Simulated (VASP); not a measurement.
# W in VASP: notebook

The runs below take W through single point, with LDA.

All numbers are computed with VASP 6.6.1; they aren't measurements. Logs are shortened: lines on timing, memory, paths and dates and some standing lists are left out, and cuts for length are marked.

## Step 1: The cell of the first run

It takes space group Fm-3m (No. 225, cubic). Conventional cell: a = 4.056 Å, b = 4.056 Å, c = 4.056 Å, α = 90.00°, β = 90.00°, γ = 90.00°. W (site symmetry m-3m) has 12 W at 2.87 Å within 3.8 Å.

This isn't the form of W at room conditions, which is bcc.

## Step 2: Single point, LDA (16.68 Å³/atom)

INCAR reads:

```
ALGO = Normal ; EDIFF = 1E-6
ENCUT = 520 ; ISIF = 2
ISMEAR = 0 ; LASPH = True
LCHARG = False ; LREAL = False
LWAVE = False ; NBANDS = 13
NELM = 80 ; PREC = Accurate
SIGMA = 0.15
```

KPOINTS reads:

```
k-points
0
Gamma
  22 22 22
```

POSCAR reads:

```
W
1.0
    0.0000000000      2.0279816869      2.0279816869
    2.0279816869      0.0000000000      2.0279816869
    2.0279816869      2.0279816869      0.0000000000
W
1
Direct
    0.0000000000      0.0000000000      0.0000000000
```

Potentials or basis: VASP PAW LDA potentials, release 64 (W_sv).

Run with:

```
> cat potpaw_LDA.64/W_sv/POTCAR > POTCAR
> mpirun -np 1 vasp_std > vasp.out
```

OUTCAR:

```text
EDIFF = 1E-6
   ENCUT = 520
   ISIF = 2
   ISMEAR = 0
   LASPH = True
   LREAL = False
   NELM = 80
   PREC = Accurate

 ion  position               nearest neighbor table
   1  0.000  0.000  0.000-

  LATTYP: Found a face centered cubic cell.
 ALAT       =     4.0559633738

  Lattice vectors:

 A1 = (   0.0000000000,   2.0279816869,   2.0279816869)
 A2 = (   2.0279816869,   0.0000000000,   2.0279816869)
 A3 = (   2.0279816869,   2.0279816869,   0.0000000000)

Analysis of symmetry for initial positions (statically):
=====================================================================
 Subroutine PRICEL returns:
 Original cell was already a primitive cell.

 Routine SETGRP: Setting up the symmetry group for a
 face centered cubic supercell.

 Subroutine GETGRP returns: Found 48 space group operations
 (whereof 48 operations were pure point group operations)
 out of a pool of 48 trial point group operations.

The static configuration has the point symmetry O_h .

Analysis of symmetry for dynamics (positions and initial velocities):
=====================================================================
 Subroutine PRICEL returns:
 Original cell was already a primitive cell.

 Routine SETGRP: Setting up the symmetry group for a
 face centered cubic supercell.

 Subroutine GETGRP returns: Found 48 space group operations
 (whereof 48 operations were pure point group operations)
 out of a pool of 48 trial point group operations.

The dynamic configuration has the point symmetry O_h .

 Subroutine INISYM returns: Found 48 space group operations
 (whereof 48 operations are pure point group operations),
 and found     1 'primitive' translations

----------------------------------------------------------------------------------------

                                     Primitive cell

  volume of cell :      16.6810

  direct lattice vectors                    reciprocal lattice vectors
     0.000000000  2.027981687  2.027981687    -0.246550550  0.246550550  0.246550550
     2.027981687  0.000000000  2.027981687     0.246550550 -0.246550550  0.246550550
     2.027981687  2.027981687  0.000000000     0.246550550  0.246550550 -0.246550550

  length of vectors
     2.867999206  2.867999206  2.867999206     0.427038079  0.427038079  0.427038079

  position of ions in fractional coordinates (direct lattice)
     0.000000000  0.000000000  0.000000000

  ion indices of the primitive-cell ions
   primitive index   ion index
                 1           1

----------------------------------------------------------------------------------------

 KPOINTS: k-points

Automatic generation of k-mesh.
 Grid dimensions read from file:
 generate k-points for:   22   22   22

 Generating k-lattice:

  Cartesian coordinates                     Fractional coordinates (reciprocal lattice)
    -0.011206843  0.011206843  0.011206843     0.045454545  0.000000000  0.000000000
     0.011206843 -0.011206843  0.011206843     0.000000000  0.045454545  0.000000000
     0.011206843  0.011206843 -0.011206843     0.000000000  0.000000000  0.045454545

  Length of vectors
     0.019410822  0.019410822  0.019410822

  Shift w.r.t. Gamma in fractional coordinates (k-lattice)
     0.000000000  0.000000000  0.000000000

 Subroutine IBZKPT returns following result:
 ===========================================

 Found    328 irreducible k-points:

 Following reciprocal coordinates:
            Coordinates               Weight
  0.000000  0.000000  0.000000      1.000000
  0.045455  0.000000  0.000000      8.000000
  0.090909  0.000000  0.000000      8.000000
  0.136364  0.000000  0.000000      8.000000
  0.181818  0.000000  0.000000      8.000000
  0.227273  0.000000  0.000000      8.000000
[... 16 lines left out ...]
  0.500000  0.045455  0.000000     24.000000
 -0.454545  0.045455  0.000000     24.000000
 [... further k-points ...]
   k-points           NKPTS =    328   k-points in BZ     NKDIM =    328   number of bands    NBANDS=     13
   number of dos      NEDOS =    301   number of ions     NIONS =      1
   total plane-waves  NPLWV =  13824
   dimension x,y,z NGX =    24 NGY =   24 NGZ =   24
   dimension x,y,z NGXF=    48 NGYF=   48 NGZF=   48
   ions per type =               1
   NGX,Y,Z   is equivalent  to a cutoff of  13.91, 13.91, 13.91 a.u.
   NGXF,Y,Z  is equivalent  to a cutoff of  27.82, 27.82, 27.82 a.u.
 SYSTEM =  unknown system
   PREC   = accura    normal or accurate (medium, high low for compatibility)
   ISTART =      0    job   : 0-new  1-cont  2-samecut
   ICHARG =      2    charge: 1-file 2-atom 10-const
   ISPIN  =      1    spin polarized calculation?
   LNONCOLLINEAR =      F non collinear calculations
   LSORBIT =      F    spin-orbit coupling
   LASPH  =      T    aspherical Exc in radial PAW
   ENCUT  =  520.0 eV  38.22 Ry    6.18 a.u.   5.33  5.33  5.33*2*pi/ulx,y,z
   NELM   =     80;   NELMIN=  2; NELMDL= -5     # of ELM steps
   EDIFF  = 0.1E-05   stopping-criterion for ELM
   LREAL  =      F    real-space projection
   EDIFFG = 0.1E-04   stopping-criterion for IOM
   NSW    =      0    number of steps for IOM
   IBRION =     -1    ionic relax: 0-MD 1-quasi-New 2-CG
   NFREE  =      0    steps in history (QN), initial steepest desc. (CG)
   ISIF   =      2    stress and relaxation
   ISYM   =      2    0-nonsym 1-usesym 2-fastsym
   POTIM  = 0.5000    time-step for ionic-motion
   TEBEG  =    0.0;   TEEND  =   0.0 temperature during run
   PSTRESS=    0.0 pullay stress
   NELECT =      14.0000    total number of electrons
   NUPDOWN=      -1.0000    fix difference up-down
   EMIN   =  10.00;   EMAX   =-10.00  energy-range for DOS
   EFERMI =   0.00;   METHOD = LEGACY
   ISMEAR =     0;   SIGMA  =   0.15  broadening in eV -4-tet -1-fermi 0-gaus
   EFERMI_NEDOS =   21; number of points for ismear=-14 and -15
   IALGO  =     38    algorithm
   IMIX   =      4    mixing-type and parameters
     AMIX     =   0.40;   BMIX     =  1.00
     AMIX_MAG =   1.60;   BMIX_MAG =  1.00
  volume/ion in A,a.u.               =      16.68       112.57
  Fermi-wavevector in a.u.,A,eV,Ry     =   1.544223  2.918159 32.444808  2.384626
  Thomas-Fermi vector in A             =   2.649775
   LORBIT       =      0    0 simple, 1 ext, 2 COOP (PROOUT), +10 PAW based schemes
   GGA     = CA    functional components
   LHFCALC =     F    Hartree Fock is set to
   AEXX    =    0.0000 exact exchange contribution
   IVDW    =     0    specifies the selected vdW correction
   LEPSILON=     F    determine dielectric tensor
   LRPA    =     F    only Hartree local field effects (RPA)
 non-spin polarized calculation
 Gauss-broadening in eV      SIGMA  =   0.15
  energy-cutoff  :      520.00
  volume of cell :       16.68
 maximum number of plane-waves:       464
 NGX is ok and might be reduce to    24
   NGX = 11   NGY = 11   NGZ = 11

 number of electron      14.0000002 magnetization

 Free energy of the ion-electron system (eV)
  ---------------------------------------------------
  ext. energy  EPLUGINS =         0.00000000
  ---------------------------------------------------
  free energy    TOTEN  =       -13.57251308 eV

  energy without entropy =      -13.55837697  energy(sigma->0) =      -13.56544503

 E-fermi :  10.1296     XC(G=0): -13.5347

 val. band max:       10.1287651200   @ k =   0.4545   0.1364   0.0000
 cond. band min:      10.1299680966   @ k =   0.1818   0.0909   0.0000
 fundamental gap:      0.0012029766
 Fermi energy:        10.1295957987

 k-point     1 :       0.0000    0.0000    0.0000
  band No.  band energies     occupation
      1     -63.1236      2.00000
      2     -27.0215      2.00000
      3     -27.0215      2.00000
      4     -27.0215      2.00000
      5       1.3104      2.00000
      6       9.5649      2.00000
      7       9.5649      2.00000
      8       9.5649      2.00000
      9      12.5809      0.00000
     10      12.5809      0.00000
     11      22.9845      0.00000
     12      28.0538      0.00000
     13      28.0538      0.00000

 k-point     2 :       0.0455    0.0000    0.0000
  band No.  band energies     occupation
      1     -63.1215      2.00000
      2     -27.0454      2.00000
      3     -27.0246      2.00000
      4     -27.0246      2.00000
      5       1.4003      2.00000
      6       9.4959      2.00000
      7       9.6074      2.00000
      8       9.6074      2.00000
      9      12.5420      0.00000
     10      12.5420      0.00000
     11      23.1653      0.00000
     12      27.6366      0.00000
     13      28.2216      0.00000

 k-point     3 :       0.0909    0.0000    0.0000
  band No.  band energies     occupation
      1     -63.1156      2.00000
      2     -27.1149      2.00000
      3     -27.0335      2.00000
      4     -27.0335      2.00000
      5       1.6639      2.00000
      6       9.3086      2.00000
      7       9.7242      1.99987
      8       9.7242      1.99987
      9      12.4446      0.00000
     10      12.4446      0.00000
     11      23.6732      0.00000
     12      26.7475      0.00000
     13      28.7136      0.00000
[... 305 lines left out ...]
 k-point    23 :       0.5000    0.0455    0.0000
  band No.  band energies     occupation
      1     -63.0211      2.00000
      2     -28.1164      2.00000
      3     -27.1848      2.00000
      4     -27.1756      2.00000
      5       4.7234      2.00000
      6       9.2185      2.00000
      7       9.4132      2.00000
      8      10.7267      0.00000
      9      15.0301      0.00000
     10      15.1507      0.00000
     11      20.1252      0.00000
     12      22.8272      0.00000
     13      28.5904      0.00000

 k-point    24 :      -0.4545    0.0455    0.0000
  band No.  band energies     occupation
      1     -63.0218      2.00000
      2     -28.1095      2.00000
      3     -27.1880      2.00000
      4     -27.1705      2.00000
      5       4.7211      2.00000
      6       9.2412      2.00000
      7       9.4122      2.00000
      8      10.6551      0.00000
      9      14.8472      0.00000
     10      15.2319      0.00000
     11      20.2107      0.00000
     12      22.8954      0.00000
     13      28.5531      0.00000

 [... further k-points ...]

------------------------ aborting loop because EDIFF is reached ----------------------------------------

  FORCE on cell =-STRESS in cart. coord.  units (eV):
  Direction    XX          YY          ZZ          XY          YZ          ZX
  --------------------------------------------------------------------------------------
  -------------------------------------------------------------------------------------
  Total       -1.6469667     -1.6469667     -1.6469667     -0.0000000     -0.0000000     -0.0000000
  in kB     -158.1879205   -158.1879205   -158.1879205     -0.0000000     -0.0000000     -0.0000000
  external PRESSURE =    -158.1879205 kB  Pullay stress =       0.0000000 kB

 VOLUME and BASIS-vectors are now :
 -----------------------------------------------------------------------------
  energy-cutoff  :      520.00
  volume of cell :       16.68
      direct lattice vectors                 reciprocal lattice vectors
     0.000000000  2.027981687  2.027981687    -0.246550550  0.246550550  0.246550550
     2.027981687  0.000000000  2.027981687     0.246550550 -0.246550550  0.246550550
     2.027981687  2.027981687  0.000000000     0.246550550  0.246550550 -0.246550550

 POSITION                                       TOTAL-FORCE (eV/Angst)
 -----------------------------------------------------------------------------------
      0.00000      0.00000      0.00000         0.000000     -0.000000      0.000000
 -----------------------------------------------------------------------------------
    total drift:                                0.000000      0.000000      0.000000

  FREE ENERGIE OF THE ION-ELECTRON SYSTEM (eV)
  ---------------------------------------------------
  free  energy   TOTEN  =       -13.5725130846 eV

  energy  without entropy=      -13.5583769743  energy(sigma->0) =      -13.56544503
```

It took 73 s on 1 thread of Intel Xeon 8259CL, shared host; peak memory 0.19 GiB.

Results:

```
Free energy            : -13.5725 eV
Pressure               : -15.8 GPa
Band gap on the k mesh : zero (bands 7 and 8 overlap by 3.67 eV)
```

Caveat: the cell stands under tension; spin-orbit coupling is left out, which moves the levels of the heavy elements.

## Step 3: Single point, LDA (16.93 Å³/atom)

This run uses another cell than the first one, of 16.93 Å³/atom.

INCAR reads:

```
PREC = Accurate
ENCUT = 520
EDIFF = 1E-6
ISMEAR = 0
SIGMA = 0.15
LREAL = F
LASPH = T
NELM = 100
ALGO = Normal
ISIF = 2
LWAVE = F
LCHARG = F
GGA = CA
NBANDS = 13
```

KPOINTS reads:

```
Automatic mesh
0
Gamma
  22 22 22
```

POSCAR reads:

```
W
1.0
    0.0000000000      2.0381028113      2.0381028113
    2.0381028113      0.0000000000      2.0381028113
    2.0381028113      2.0381028113      0.0000000000
W
1
Direct
    0.0000000000      0.0000000000      0.0000000000
```

Potentials or basis: VASP PAW LDA potentials, release 64 (W_sv).

Run with:

```
> cat potpaw_LDA.64/W_sv/POTCAR > POTCAR
> mpirun -np 1 vasp_std > vasp.out
```

OUTCAR:

```text
PREC = Accurate
   ENCUT = 520
   EDIFF = 1E-6
   ISMEAR = 0
   LREAL = F
   LASPH = T
   NELM = 100
   ISIF = 2
   GGA = CA

 ion  position               nearest neighbor table
   1  0.000  0.000  0.000-

  LATTYP: Found a face centered cubic cell.
 ALAT       =     4.0762056226

  Lattice vectors:

 A1 = (   0.0000000000,   2.0381028113,   2.0381028113)
 A2 = (   2.0381028113,   0.0000000000,   2.0381028113)
 A3 = (   2.0381028113,   2.0381028113,   0.0000000000)

Analysis of symmetry for initial positions (statically):
=====================================================================
 Subroutine PRICEL returns:
 Original cell was already a primitive cell.

 Routine SETGRP: Setting up the symmetry group for a
 face centered cubic supercell.

 Subroutine GETGRP returns: Found 48 space group operations
 (whereof 48 operations were pure point group operations)
 out of a pool of 48 trial point group operations.

The static configuration has the point symmetry O_h .

Analysis of symmetry for dynamics (positions and initial velocities):
=====================================================================
 Subroutine PRICEL returns:
 Original cell was already a primitive cell.

 Routine SETGRP: Setting up the symmetry group for a
 face centered cubic supercell.

 Subroutine GETGRP returns: Found 48 space group operations
 (whereof 48 operations were pure point group operations)
 out of a pool of 48 trial point group operations.

The dynamic configuration has the point symmetry O_h .

 Subroutine INISYM returns: Found 48 space group operations
 (whereof 48 operations are pure point group operations),
 and found     1 'primitive' translations

----------------------------------------------------------------------------------------

                                     Primitive cell

  volume of cell :      16.9320

  direct lattice vectors                    reciprocal lattice vectors
[... 113 lines left out ...]
   IVDW    =     0    specifies the selected vdW correction
   LEPSILON=     F    determine dielectric tensor
   LRPA    =     F    only Hartree local field effects (RPA)
 non-spin polarized calculation
 Gauss-broadening in eV      SIGMA  =   0.15
  energy-cutoff  :      520.00
  volume of cell :       16.93
 maximum number of plane-waves:       471
 NGX is ok and might be reduce to    24
   NGX = 11   NGY = 11   NGZ = 11

 number of electron      14.0000001 magnetization

 Free energy of the ion-electron system (eV)
  ---------------------------------------------------
  ext. energy  EPLUGINS =         0.00000000
  ---------------------------------------------------
  free energy    TOTEN  =       -13.54504719 eV

  energy without entropy =      -13.53044075  energy(sigma->0) =      -13.53774397

 E-fermi :   9.9276     XC(G=0): -13.4527

 val. band max:        9.9120658045   @ k =  -0.3182   0.1364   0.0000
 cond. band min:       9.9326429018   @ k =   0.1818   0.0909   0.0000
 fundamental gap:      0.0205770973
 Fermi energy:         9.9276079270

 k-point     1 :       0.0000    0.0000    0.0000
  band No.  band energies     occupation
      1     -63.3559      2.00000
      2     -27.2714      2.00000
      3     -27.2714      2.00000
      4     -27.2714      2.00000
      5       1.1844      2.00000
      6       9.3785      2.00000
      7       9.3785      2.00000
      8       9.3785      2.00000
      9      12.3292      0.00000
     10      12.3292      0.00000
     11      22.7622      0.00000
     12      27.7585      0.00000
     13      27.7585      0.00000
[... 354 lines left out ...]
  band No.  band energies     occupation
      1     -63.2608      2.00000
      2     -28.3053      2.00000
      3     -27.4300      2.00000
      4     -27.4134      2.00000
      5       4.5946      2.00000
      6       9.0632      2.00000
      7       9.2311      2.00000
      8      10.4148      0.00000
      9      14.5466      0.00000
     10      14.9225      0.00000
     11      19.7965      0.00000
     12      22.6579      0.00000
     13      28.1842      0.00000

 [... further k-points ...]

------------------------ aborting loop because EDIFF is reached ----------------------------------------

  FORCE on cell =-STRESS in cart. coord.  units (eV):
  Direction    XX          YY          ZZ          XY          YZ          ZX
  --------------------------------------------------------------------------------------
  -------------------------------------------------------------------------------------
  Total       -2.0467355     -2.0467355     -2.0467355      0.0000000      0.0000000      0.0000000
  in kB     -193.6707534   -193.6707534   -193.6707534      0.0000000      0.0000000      0.0000000
  external PRESSURE =    -193.6707534 kB  Pullay stress =       0.0000000 kB

 VOLUME and BASIS-vectors are now :
 -----------------------------------------------------------------------------
  energy-cutoff  :      520.00
  volume of cell :       16.93
      direct lattice vectors                 reciprocal lattice vectors
     0.000000000  2.038102811  2.038102811    -0.245326191  0.245326191  0.245326191
     2.038102811  0.000000000  2.038102811     0.245326191 -0.245326191  0.245326191
     2.038102811  2.038102811  0.000000000     0.245326191  0.245326191 -0.245326191

 POSITION                                       TOTAL-FORCE (eV/Angst)
 -----------------------------------------------------------------------------------
      0.00000      0.00000      0.00000         0.000000     -0.000000      0.000000
 -----------------------------------------------------------------------------------
    total drift:                               -0.000000      0.000000      0.000000

  FREE ENERGIE OF THE ION-ELECTRON SYSTEM (eV)
  ---------------------------------------------------
  free  energy   TOTEN  =       -13.5450471895 eV

  energy  without entropy=      -13.5304407453  energy(sigma->0) =      -13.53774397
```

OSZICAR:

```text
N       E                     dE             d eps       ncg     rms          rms(c)
DAV:   1     0.840553320235E+02    0.84055E+02   -0.75512E+03  8572   0.121E+03
DAV:   2    -0.125141852274E+02   -0.96570E+02   -0.92808E+02  9558   0.314E+02
DAV:   3    -0.142479781733E+02   -0.17338E+01   -0.17207E+01  9348   0.404E+01
DAV:   4    -0.142558391041E+02   -0.78609E-02   -0.78607E-02  9593   0.302E+00
DAV:   5    -0.142559108853E+02   -0.71781E-04   -0.71782E-04  9538   0.273E-01    0.181E+01
DAV:   6    -0.136799850485E+02    0.57593E+00   -0.49351E-01  9098   0.883E+00    0.661E+00
DAV:   7    -0.135504642275E+02    0.12952E+00   -0.19717E-01  9573   0.517E+00    0.517E-01
DAV:   8    -0.135451219142E+02    0.53423E-02   -0.43060E-03  8613   0.880E-01    0.654E-02
DAV:   9    -0.135450424603E+02    0.79454E-04   -0.93085E-05 10884   0.105E-01    0.353E-02
DAV:  10    -0.135450472526E+02   -0.47924E-05   -0.39269E-06  9033   0.244E-02    0.656E-03
DAV:  11    -0.135450471895E+02    0.63094E-07   -0.14890E-07  4984   0.406E-03
   1 F= -.13545047E+02 E0= -.13537744E+02  d E =-.146064E-01
```

stdout:

```text
POSCAR found type information on POSCAR W
 POSCAR found :  1 types and       1 ions
 scaLAPACK will be used
 LDA part: xc-table for (Slater(with rela. corr.)+CA(PZ))
 , standard interpolation
 POSCAR, INCAR and KPOINTS ok, starting setup
 FFT: planning ... GRIDC
 FFT: planning ... GRID_SOFT
 FFT: planning ... GRID
 WAVECAR not read
 entering main loop
```

It took 67 s on 1 thread of Intel Xeon 8259CL, shared host; peak memory 0.19 GiB.

Results:

| Item | Value |
| --- | --- |
| Free energy | -13.5450 eV |
| Pressure | -19.4 GPa |
| Band gap on the k mesh | zero (bands 7 and 8 overlap by 3.57 eV) |

Caveat: the cell stands under tension; spin-orbit coupling is left out, which moves the levels of the heavy elements.

(Part 1 of 2 ends here.)

The gap in the log of VASP goes by the Fermi energy; the results here count the filled bands.